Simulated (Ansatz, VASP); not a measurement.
**Ni in VASP and in Ansatz**

```xyz
2
Lattice="0.0000 2.4656 2.4656 2.4656 0.0000 2.4656 2.4656 2.4656 0.0000" Properties=species:S:1:pos:R:3 pbc="T T T"
Ni    0.6164    0.6164    0.6164
Ni    4.3148    4.3148    4.3148
```

Alike in both runs: task single point; functional revPBE; k mesh 12 × 12 × 12; occupations fermi-dirac, width 0.05 eV; collinear spin.

```csv
,VASP,Ansatz
version,VASP 6.6.1,Ansatz 0.2.0
potentials or method,"VASP PAW PBE potentials, release 64 (Ni), cutoff 520 eV","plane waves (420 eV) with PAW, scalar-relativistic"
valence electrons in the cell,20,36
```

VASP gave:

| Quantity | Value |
| --- | --- |
| pressure (GPa) | 14.2 |
| net moment per atom (μB) | 0.77 |
| size of the moment on the site where the two differ most (μB) | 0.77 |

Q: What did Ansatz give for the same quantities?

A: Pressure (GPa): 14.5; net moment per atom (μB): 0.79; size of the moment on the site where the two differ most (μB): 0.83.

VASP's potentials were made for PBE, not for revPBE. Site moments also hang on the region over which each program counts them. The functional is the same, so the differences come from potentials, cutoffs and numerics. VASP's potentials hold 20 valence electrons a cell and Ansatz's 36, so a difference there can come from the potentials and not from the codes.
